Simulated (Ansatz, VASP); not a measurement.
**Two plane-wave programs on Eu**

File POSCAR:

```
Eu
1.0
   -2.2274745855      2.2274745855      2.2274745855
    2.2274745855     -2.2274745855      2.2274745855
    2.2274745855      2.2274745855     -2.2274745855
Eu
1
Direct
    0.0000000000      0.0000000000      0.0000000000
```

File INCAR.step1:

```
PREC = Accurate
ENCUT = 520
ISMEAR = 0
SIGMA = 0.03
LREAL = False
LASPH = True
NELM = 150
ISPIN = 2
MAGMOM = 7.31
LMAXMIX = 6
NBANDS = 18
GGA = PE
ALGO = Normal
EDIFF = 1E-4
LWAVE = True
LCHARG = False
```

INCAR.step2

```
PREC = Accurate
ENCUT = 520
EDIFF = 1E-6
ISMEAR = 0
SIGMA = 0.03
LREAL = False
LASPH = True
NELM = 150
ALGO = Normal
ISIF = 2
LWAVE = False
LCHARG = False
ISPIN = 2
MAGMOM = 7.31
LORBIT = 11
LMAXMIX = 6
METAGGA = R2SCAN
LMIXTAU = True
NBANDS = 18
ISTART = 1
```

File KPOINTS:

```
regular mesh
0
Gamma
  10 10 10
```

Input for Ansatz:

```yaml
crystal:
  lattice:
    - [-2.2274745855, 2.2274745855, 2.2274745855]
    - [2.2274745855, -2.2274745855, 2.2274745855]
    - [2.2274745855, 2.2274745855, -2.2274745855]
  atoms:
    - { symbol: Eu, position: [0.0, 0.0, 0.0], spin: 7.31 }
hamiltonian:
  xc: r2scan
  pseudopotentials:
    kind: paw
    azcp:
      Eu: "pseudopotentials/Eu.paw.azcp"
basis:
  ecutwfc: 500
  fft_grid_basis: typed
kpoints:
  mp_grid: { grid: [10, 10, 10], shift: [0, 0, 0] }
magnetization:
  spin_polarized: true
scf:
  occupations: { method: gaussian, width: 0.03 }
  lower_state_search: "off"
output:
  stress: true
```

Alike in both runs: task single point; functional r2SCAN; k mesh 10 × 10 × 10; occupations gaussian, width 0.03 eV; collinear spin.

|  | VASP | Ansatz |
| --- | --- | --- |
| version | VASP 6.6.1 | Ansatz 0.2.0 |
| potentials or method | VASP PAW PBE potentials, release 64 (Eu), cutoff 520 eV | plane waves (500 eV) with PAW, scalar-relativistic |
| valence electrons in the cell | 17 | 17 |

VASP gave:

| Quantity | Value |
| --- | --- |
| pressure (GPa) | -0.4 |
| net moment per atom (μB) | 7.64 |
| size of the moment on the site where the two differ most (μB) | 6.68 |

Q: What did Ansatz give for the same quantities?

A: Pressure (GPa): -0.2; net moment per atom (μB): 8.01; size of the moment on the site where the two differ most (μB): 7.38.

The net moments are unlike, so the other rows may belong to different states. VASP's potentials were made for PBE, not for r2SCAN. Site moments also hang on the region over which each program counts them. Ansatz's warnings: stability check not made.

Neither program's run includes spin-orbit coupling.
